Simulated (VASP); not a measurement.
Crystal: Sb2Se5.

```
Sb Se
1.0
     7.91745   -2.10488    0.00000
     7.91745    2.10488    0.00000
    -1.34465    0.00000    5.70067
Sb Se
2 5
Direct
  0.14048 0.14048 0.41068
  0.85952 0.85952 0.58932
  0.00000 0.00000 0.00000
  0.56204 0.56204 0.65951
  0.43796 0.43796 0.34049
  0.28306 0.28306 0.79013
  0.71694 0.71694 0.20987
```

The cell was built from a structure type or drawn by symmetry, and may not be a known phase.

| Quantity | Value |
| --- | --- |
| Program | VASP 6.6.1 |
| Task | relaxation of cell and atoms |
| Functional | PBE |
| Potentials or basis | VASP PAW PBE potentials, release 64 (Sb, Se) |
| Cutoff | 600 eV |
| k mesh | 8 × 8 × 6 |
| Occupations | gaussian, width 0.1 eV |
| Spin | no spin polarisation |

At the start: pressure -0.1 GPa; volume 27.14 Å³/atom.

How do energy, volume and symmetry change on relaxing?

Over 19 steps the energy falls by 3.2 meV/atom and the volume is 27.06 Å³/atom (-0.3 %); space group C2/m (No. 12, to 0.1 Å) before and after.

The path:
```
step  energy change (eV)  largest force (eV/Å)  pressure (GPa)  volume (Å³)
   1              0.0000                0.2080           -0.11       190.01
   2             -0.0094                0.1179            0.01       189.51
   3             -0.0117                0.1646            0.11       189.13
   4             -0.0173                0.0618           -0.08       189.18
   5             -0.0184                0.0633           -0.21       189.21
   6             -0.0197                0.0481            0.01       188.47
   7             -0.0199                0.0461            0.10       188.15
   8             -0.0206                0.0358            0.09       188.27
   9             -0.0217                0.0180            0.03       188.63
  10             -0.0217                0.0206            0.02       188.69
  11             -0.0219                0.0269           -0.01       188.89
  12             -0.0219                0.0286           -0.02       188.94
  13             -0.0221                0.0167            0.02       188.97
  14             -0.0221                0.0158            0.03       188.97
  15             -0.0222                0.0171            0.00       189.14
  16             -0.0223                0.0215           -0.04       189.42
  17             -0.0223                0.0143           -0.03       189.42
  18             -0.0224                0.0103           -0.01       189.43
  19             -0.0224                0.0079            0.00       189.40
```

Final structure:
```cif
data_structure
_symmetry_space_group_name_H-M 'P 1'
_symmetry_Int_Tables_number 1
_cell_length_a 8.1836
_cell_length_b 8.1836
_cell_length_c 5.9920
_cell_angle_alpha 103.507
_cell_angle_beta 103.507
_cell_angle_gamma 29.101
_cell_volume 189.40
loop_
_atom_site_label
_atom_site_type_symbol
_atom_site_fract_x
_atom_site_fract_y
_atom_site_fract_z
_atom_site_occupancy
Sb1 Sb 0.13989 0.13989 0.40948 1
Sb2 Sb 0.86011 0.86011 0.59052 1
Se1 Se 0.00000 0.00000 0.00000 1
Se2 Se 0.55964 0.55964 0.66250 1
Se3 Se 0.44036 0.44036 0.33750 1
Se4 Se 0.28238 0.28238 0.79017 1
Se5 Se 0.71762 0.71762 0.20983 1
```
